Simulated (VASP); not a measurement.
# CdS (pbe) (P6_3mc) in VASP: notebook, part 2 of 2

VASP 6.6.1.

### Step 4. Relaxation of cell and atoms, PBE

This run uses another cell than the first one, of 24.89 Å³/atom, 0.956 times its volume.

INCAR

```
SYSTEM = CdS
PREC     = Accurate       ! precision mode
ENCUT    = 600            ! plane-wave cutoff, eV
EDIFF    = 1E-6           ! SCF threshold, eV
ISMEAR   = 0              ! smearing method
SIGMA    = 0.02           ! smearing width, eV
LREAL    = .FALSE.        ! projectors in reciprocal space
LASPH    = .TRUE.         ! aspherical terms in the spheres
NELM     = 100            ! most SCF steps
ALGO     = Normal         ! electronic algorithm
ISIF     = 3              ! what is computed and relaxed
LWAVE    = .FALSE.        ! write WAVECAR
LCHARG   = .FALSE.        ! write CHGCAR
GGA      = PE             ! functional
IBRION   = 2              ! ionic algorithm
NSW      = 100            ! ionic steps
EDIFFG   = -0.002         ! ionic threshold
```

KPOINTS

```
regular mesh
0
G
  9 9 4
  0 0 0
```

POSCAR

```
CdS
1.0
    4.1370000000      0.0000000000      0.0000000000
   -2.0685000000      3.5827470955      0.0000000000
    0.0000000000      0.0000000000      6.7160000000
Cd S
2 2
Direct
    0.3333333333      0.6666666667      0.0000000000
    0.6666666667      0.3333333333      0.5000000000
    0.3333333333      0.6666666667      0.3770000000
    0.6666666667      0.3333333333      0.8770000000
```

Potentials or basis: VASP PAW PBE potentials, release 64 (Cd, S).

The run is started by

```console
$ cat potpaw_PBE.64/Cd/POTCAR potpaw_PBE.64/S/POTCAR > POTCAR
$ mpirun -np 1 vasp_std > vasp.out
```

OUTCAR:

```text
SYSTEM = CdS
   PREC = Accurate
   ENCUT = 600
   EDIFF = 1E-6
   ISMEAR = 0
   LREAL = .FALSE.
   LASPH = .TRUE.
   NELM = 100
   ISIF = 3
   GGA = PE
   IBRION = 2
   NSW = 100
   EDIFFG = -0.002

 ion  position               nearest neighbor table
   1  0.333  0.667  0.000-   4 2.53   4 2.53   4 2.53   3 2.53
   2  0.667  0.333  0.500-   3 2.53   3 2.53   3 2.53   4 2.53
   3  0.333  0.667  0.377-   2 2.53   2 2.53   2 2.53   1 2.53
   4  0.667  0.333  0.877-   1 2.53   1 2.53   1 2.53   2 2.53

  LATTYP: Found a hexagonal cell.
 ALAT       =     4.1370000000
 C/A-ratio  =     1.6233985980

  Lattice vectors:

 A1 = (   4.1370000000,   0.0000000000,   0.0000000000)
 A2 = (  -2.0685000000,   3.5827470955,   0.0000000000)
 A3 = (   0.0000000000,   0.0000000000,   6.7160000000)

Analysis of symmetry for initial positions (statically):
=====================================================================
 Subroutine PRICEL returns:
 Original cell was already a primitive cell.

 Routine SETGRP: Setting up the symmetry group for a
 hexagonal supercell.

 Subroutine GETGRP returns: Found 12 space group operations
 (whereof  6 operations were pure point group operations)
 out of a pool of 24 trial point group operations.

The static configuration has the point symmetry C_3v.
 The point group associated with its full space group is C_6v.

Analysis of symmetry for dynamics (positions and initial velocities):
=====================================================================
 Subroutine PRICEL returns:
 Original cell was already a primitive cell.

 Routine SETGRP: Setting up the symmetry group for a
 hexagonal supercell.

 Subroutine GETGRP returns: Found 12 space group operations
 (whereof  6 operations were pure point group operations)
 out of a pool of 24 trial point group operations.
[... 138 lines left out ...]
 non-spin polarized calculation
 Gauss-broadening in eV      SIGMA  =   0.02
  energy-cutoff  :      600.00
  volume of cell :       99.54
 maximum number of plane-waves:      3357
 NGX is ok and might be reduce to    36

--------------------------------------- Ionic step        1  -------------------------------------------

 number of electron      36.0000006 magnetization

 Free energy of the ion-electron system (eV)
  ---------------------------------------------------
  ext. energy  EPLUGINS =         0.00000000
  ---------------------------------------------------
  free energy    TOTEN  =       -12.25250627 eV

  energy without entropy =      -12.25250627  energy(sigma->0) =      -12.25250627

------------------------ aborting loop because EDIFF is reached ----------------------------------------

  FORCE on cell =-STRESS in cart. coord.  units (eV):
  Direction    XX          YY          ZZ          XY          YZ          ZX
  --------------------------------------------------------------------------------------
  -------------------------------------------------------------------------------------
  Total        1.8271154      1.8271154      1.9168993      0.0000000      0.0000000      0.0000000
  in kB       29.4079123     29.4079123     30.8530082      0.0000000      0.0000000      0.0000000
  external PRESSURE =      29.8896110 kB  Pullay stress =       0.0000000 kB
[... 95 lines left out ...]
  FREE ENERGIE OF THE ION-ELECTRON SYSTEM (eV)
  ---------------------------------------------------
  free  energy   TOTEN  =       -12.2980958276 eV

  energy  without entropy=      -12.2980958276  energy(sigma->0) =      -12.29809583

[... ionic steps 4 to 17 ...]

--------------------------------------- Ionic step       18  -------------------------------------------

 number of electron      36.0000002 magnetization

------------------------ aborting loop because EDIFF is reached ----------------------------------------
[... 71 lines left out ...]
--------------------------------------- Ionic step       20  -------------------------------------------

 number of electron      36.0000002 magnetization

 Free energy of the ion-electron system (eV)
  ---------------------------------------------------
  ext. energy  EPLUGINS =         0.00000000
  ---------------------------------------------------
  free energy    TOTEN  =       -12.29812260 eV

  energy without entropy =      -12.29812260  energy(sigma->0) =      -12.29812260

 E-fermi :   0.9938     XC(G=0):  -8.8965

 val. band max:        0.8709859184   @ k =   0.0000   0.0000   0.0000
 cond. band min:       1.9733502168   @ k =   0.0000   0.0000   0.0000
 fundamental gap:      1.1023642985
 Fermi energy:         0.9938436794

 k-point     1 :       0.0000    0.0000    0.0000
  band No.  band energies     occupation
      1     -11.1889      2.00000
      2     -10.8056      2.00000
      3      -6.6616      2.00000
      4      -6.6568      2.00000
      5      -6.6568      2.00000
      6      -6.5837      2.00000
[... 589 lines left out ...]
     21       6.0467      0.00000
     22       7.5422      0.00000

 [... further k-points ...]
[... 5 lines left out ...]
  --------------------------------------------------------------------------------------
  -------------------------------------------------------------------------------------
  Total       -0.0008729     -0.0008729     -0.0033966      0.0000000      0.0000000      0.0000000
  in kB       -0.0133627     -0.0133627     -0.0519938      0.0000000      0.0000000      0.0000000
  external PRESSURE =      -0.0262397 kB  Pullay stress =       0.0000000 kB
[... 19 lines left out ...]
  FREE ENERGIE OF THE ION-ELECTRON SYSTEM (eV)
  ---------------------------------------------------
  free  energy   TOTEN  =       -12.2981226013 eV

  energy  without entropy=      -12.2981226013  energy(sigma->0) =      -12.29812260

 reached required accuracy - stopping structural energy minimisation
```

OSZICAR:

```text
N       E                     dE             d eps       ncg     rms          rms(c)
DAV:   1     0.266715947472E+03    0.26672E+03   -0.19096E+04  1584   0.167E+03
DAV:   2     0.205141179985E+01   -0.26466E+03   -0.25790E+03  1758   0.377E+02
DAV:   3    -0.131649424796E+02   -0.15216E+02   -0.15166E+02  1908   0.896E+01
[... 123 lines left out ...]
DAV:   1    -0.122981229735E+02   -0.66763E-06   -0.19335E-05  1584   0.396E-02    0.503E-03
DAV:   2    -0.122981226617E+02    0.31183E-06   -0.13227E-06   792   0.137E-02
  19 F= -.12298123E+02 E0= -.12298123E+02  d E =-.194472E-04
       N       E                     dE             d eps       ncg     rms          rms(c)
DAV:   1    -0.122981226705E+02    0.30298E-06   -0.21005E-06   864   0.125E-02    0.191E-03
DAV:   2    -0.122981226013E+02    0.69235E-07   -0.46986E-07   792   0.796E-03
  20 F= -.12298123E+02 E0= -.12298123E+02  d E =0.603804E-07
```

CONTCAR:

```text
CdS
   1.00000000000000
     4.2038683443352314    0.0000000000000000    0.0000000000000000
    -2.1019341721676157    3.6406567804054393   -0.0000000000000000
     0.0000000000000000    0.0000000000000000    6.8387336182929062
  Cd              S
     2     2
Direct
     0.3333333332999970    0.6666666667000030    0.0001325733797462
     0.6666666667000030    0.3333333332999970    0.5001325733797460
     0.3333333332999970    0.6666666667000030    0.3768674266202563
     0.6666666667000030    0.3333333332999970    0.8768674266202564

  0.00000000E+00  0.00000000E+00  0.00000000E+00
  0.00000000E+00  0.00000000E+00  0.00000000E+00
  0.00000000E+00  0.00000000E+00  0.00000000E+00
  0.00000000E+00  0.00000000E+00  0.00000000E+00
```

Wall time 6.5 min (1 thread of Intel Xeon 6975P-C (Granite Rapids), shared host); peak memory 0.31 GiB.

What came out:

```yaml
Free_energy: -12.2981 eV
Relaxed_volume: 26.17 Å³/atom
Relaxed_cell: a = 4.204 Å, b = 4.204 Å, c = 6.839 Å, α = 90.00°, β = 90.00°, γ = 120.00°
Space_group_after_relaxing_to_0.05_Å: P6_3mc (No. 186)
Energy_gained_by_relaxing: 11.4 meV/atom
Ionic_steps: 20
Pressure_after_relaxing: 0.0 GPa
Band_gap_on_the_k_mesh: 1.10 eV, direct
```

Step by step:
| step | energy change (eV) | largest force (eV/Å) | pressure (GPa) | volume (Å³) |
| --- | --- | --- | --- | --- |
| 1 | 0.0000 | 0.0017 | 2.99 | 99.54 |
| 2 | -0.0410 | 0.0039 | -0.84 | 106.38 |
| 3 | -0.0456 | 0.0028 | -0.02 | 104.65 |
| 4 | -0.0456 | 0.0027 | 0.01 | 104.55 |
| 5 | -0.0456 | 0.0046 | 0.06 | 104.54 |
| 6 | -0.0456 | 0.0079 | 0.06 | 104.54 |
| 7 | -0.0456 | 0.0068 | 0.06 | 104.54 |
| 8 | -0.0456 | 0.0067 | 0.06 | 104.55 |
| 9 | -0.0456 | 0.0077 | 0.03 | 104.58 |
| 10 | -0.0456 | 0.0090 | 0.00 | 104.63 |
| 11 | -0.0456 | 0.0082 | 0.02 | 104.60 |
| 12 | -0.0456 | 0.0086 | 0.03 | 104.59 |
| 13 | -0.0456 | 0.0070 | 0.03 | 104.60 |
| 14 | -0.0456 | 0.0049 | 0.01 | 104.64 |
| 15 | -0.0456 | 0.0001 | -0.03 | 104.70 |
| 16 | -0.0456 | 0.0025 | -0.02 | 104.67 |
| 17 | -0.0456 | 0.0035 | 0.00 | 104.66 |
| 18 | -0.0456 | 0.0027 | 0.01 | 104.66 |
| 19 | -0.0456 | 0.0024 | 0.01 | 104.66 |
| 20 | -0.0456 | 0.0017 | 0.00 | 104.67 |

Final structure:
```
Cd S
1.0
     4.20387    0.00000    0.00000
    -2.10193    3.64066    0.00000
     0.00000    0.00000    6.83873
Cd S
2 2
Cartesian
  0.0000 2.4271 0.0009
  2.1019 1.2136 3.4203
  0.0000 2.4271 2.5773
  2.1019 1.2136 5.9967
```

As with any semilocal functional, this PBE gap is likely too small.

### Step 5. Single point, PBE

INCAR

```
  PREC = Accurate
  ENCUT = 540
  EDIFF = 1E-6
  ISMEAR = 0
  SIGMA = 0.01
  LREAL = F
  LASPH = T
  NELM = 120
  ALGO = Normal
  ISIF = 2
  LWAVE = F
  LCHARG = F
  GGA = PE
  NBANDS = 34
  GGA_COMPAT = F
```

KPOINTS

```
regular mesh
0
Gamma
  9 9 4
```

POSCAR

```
CdS
1.0
    4.1963020496      0.0000000000      0.0000000000
   -2.0981510248      3.6341041769      0.0000000000
    0.0000000000      0.0000000000      6.8304216542
Cd S
2 2
Direct
    0.3333333333      0.6666666667     -0.0368057312
    0.6666666667      0.3333333333      0.4631942688
    0.3333333333      0.6666666667      0.4138057312
    0.6666666667      0.3333333333      0.9138057312
```

Potentials or basis: VASP PAW PBE potentials, release 64 (Cd_sv_GW, S).

The run is started by

```console
$ cat potpaw_PBE.64/Cd_sv_GW/POTCAR potpaw_PBE.64/S/POTCAR > POTCAR
$ mpirun -np 1 vasp_std > vasp.out
```

Wall time 2 min (1 thread of Intel Xeon Platinum 8488C (Sapphire Rapids), shared host); peak memory 0.3 GiB.

Results (log left out):

| Property | Result |
| --- | --- |
| Free energy | -11.9717 eV |
| Pressure | 1.5 GPa |
| Largest force | 0.522 eV/Å |
| Band gap on the k mesh | 1.33 eV, direct |

Forces on the atoms (eV/Å):
```
Cd   0.000  0.000  0.522
Cd   0.000  0.000  0.522
S    0.000  0.000 -0.522
S    0.000  0.000 -0.522
```

Stress tensor (GPa, compression positive):
```
 3.68  0.00  0.00
 0.00  3.68  0.00
 0.00  0.00 -3.00
```

Levels at points of the mesh, in eV from the valence-band top:
```csv
k point,band 24,band 25,band 26,band 27,band 28,band 29
"(0.00, 0.00, 0.00)",-0.15,0.00,0.00,1.33,2.14,6.48
"(0.00, 0.00, 0.50)",-0.21,-0.21,-0.21,2.46,2.46,6.19
```

PBE gaps usually lie below the measured ones, often by a third to a half.

### Step 6. Single point, PBE

INCAR

```
PREC     = Accurate       # precision mode
ENCUT    = 540            # plane-wave cutoff, eV
EDIFF    = 1E-6           # SCF threshold, eV
ISMEAR   = 0              # smearing method
SIGMA    = 0.01           # smearing width, eV
LREAL    = F              # projectors in reciprocal space
LASPH    = T              # aspherical terms in the spheres
NELM     = 120            # most SCF steps
ALGO     = Normal         # electronic algorithm
ISIF     = 2              # what is computed and relaxed
LWAVE    = F              # write WAVECAR
LCHARG   = F              # write CHGCAR
GGA      = PE             # functional
NBANDS   = 34             # bands
GGA_COMPAT= F
```

KPOINTS

```
Automatic mesh
0
Gamma
  9 9 4
```

POSCAR

```
CdS
1.0
    4.1963020496      0.0000000000      0.0000000000
   -2.0981510248      3.6341041769      0.0000000000
    0.0000000000      0.0000000000      6.8304216542
Cd S
2 2
Direct
    0.3333333333      0.6666666667     -0.0460660820
    0.6666666667      0.3333333333      0.4539339180
    0.3333333333      0.6666666667      0.4230660820
    0.6666666667      0.3333333333      0.9230660820
```

Potentials or basis: VASP PAW PBE potentials, release 64 (Cd_sv_GW, S).

The run is started by

```console
$ cat potpaw_PBE.64/Cd_sv_GW/POTCAR potpaw_PBE.64/S/POTCAR > POTCAR
$ mpirun -np 1 vasp_std > vasp.out
```

Run time: 2.4 min. Hardware: 1 thread of Intel Xeon Platinum 8488C (Sapphire Rapids), shared host; peak memory 0.3 GiB.

Results (log left out):

| Item | Value |
| --- | --- |
| Free energy | -11.8579 eV |
| Pressure | 2.0 GPa |
| Largest force | 0.367 eV/Å |
| Band gap on the k mesh | 1.35 eV, direct |

Forces in eV/Å, atoms in the order of the input:
```
Cd   0.000  0.000  0.367
Cd   0.000  0.000  0.367
S    0.000  0.000 -0.367
S    0.000  0.000 -0.367
```

Stress tensor (GPa, compression positive):
```
 4.43  0.00  0.00
 0.00  4.43  0.00
 0.00  0.00 -2.80
```

Levels at points of the mesh, in eV from the valence-band top:
```tsv
k point	band 24	band 25	band 26	band 27	band 28	band 29
(0.00, 0.00, 0.00)	-0.20	0.00	0.00	1.35	2.06	6.48
(0.00, 0.00, 0.50)	-0.19	-0.19	-0.19	2.41	2.41	6.26
```

### Step 7. Single point, PBE

INCAR

```
SYSTEM = CdS
PREC = Accurate
ENCUT = 540
EDIFF = 1E-6
ISMEAR = 0
SIGMA = 0.01
LREAL = .FALSE.
LASPH = .TRUE.
NELM = 120
ALGO = Normal
ISIF = 2
LWAVE = .FALSE.
LCHARG = .FALSE.
GGA = PE
NBANDS = 34
GGA_COMPAT = .FALSE.
```

KPOINTS

```
Automatic mesh
0
G
  9 9 4
  0 0 0
```

POSCAR

```
CdS
1.0
    4.1963020496      0.0000000000      0.0000000000
   -2.0981510248      3.6341041769      0.0000000000
    0.0000000000      0.0000000000      6.8304216542
Cd S
2 2
Direct
    0.3333333333      0.6666666667     -0.0275453804
    0.6666666667      0.3333333333      0.4724546196
    0.3333333333      0.6666666667      0.4045453804
    0.6666666667      0.3333333333      0.9045453804
```

The run is started by

```console
$ cat potpaw_PBE.64/Cd_sv_GW/POTCAR potpaw_PBE.64/S/POTCAR > POTCAR
$ mpirun -np 1 vasp_std > vasp.out
```

Wall time 60 s (1 thread of Intel Xeon 6975P-C (Granite Rapids), shared host); peak memory 0.3 GiB.

It converged, with:

```
Free energy            : -12.1150 eV
Pressure               : 0.7 GPa
Largest force          : 0.595 eV/Å
Band gap on the k mesh : 1.28 eV, direct
```

Forces in eV/Å, atoms in the order of the input:
```
Cd   0.000  0.000  0.595
Cd   0.000  0.000  0.595
S    0.000  0.000 -0.595
S    0.000  0.000 -0.595
```

Stress tensor (GPa, compression positive):
```
 2.68  0.00  0.00
 0.00  2.68  0.00
 0.00  0.00 -3.17
```

Levels at points of the mesh, in eV from the valence-band top:
```csv
k point,band 22,band 23,band 24,band 25,band 26,band 27,band 28,band 29,band 30,band 31
"(0.00, 0.00, 0.00)",-0.46,-0.46,-0.09,0.00,0.00,1.28,2.26,6.49,6.49,7.30
"(0.00, 0.00, 0.50)",-1.95,-0.23,-0.23,-0.23,-0.23,2.53,2.53,6.13,6.13,6.73
```

Expect the measured gap to be larger: semilocal functionals such as PBE lack the derivative discontinuity.

### Step 8. The runs side by side

```csv
task,potentials or basis,cell,cutoff (eV),smearing,second run,gap on the mesh (eV),pressure (GPa),largest force (eV/Å)
single point,"VASP PAW PBE potentials, release 64 (Cd, S)","a = 4.196, b = 4.196, c = 6.830 Å, angles 90.0, 90.0, 120.0°, 4 atoms",520,gaussian 0.01 eV,-,1.36,3.4,0.38
relaxation of cell and atoms,"VASP PAW PBE potentials, release 64 (Cd, S)","relaxed from a = 4.137, b = 4.137, c = 6.716 Å, angles 90.0, 90.0, 120.0°, 4 atoms",600,gaussian 0.02 eV,-,1.10,0.0,-
single point,"VASP PAW PBE potentials, release 64 (Cd_sv_GW, S)","a = 4.196, b = 4.196, c = 6.830 Å, angles 90.0, 90.0, 120.0°, 4 atoms",540,gaussian 0.01 eV,valence_matched,1.28,0.7,0.60
```

Some of these runs hold the atoms at other places in the same cell, which the table doesn't show; runs alike in all that it shows share one row.

Alike in all rows: level PBE; no spin polarisation; k mesh 9 × 9 × 4.

Absolute energies hang on the potentials; compare differences alone.
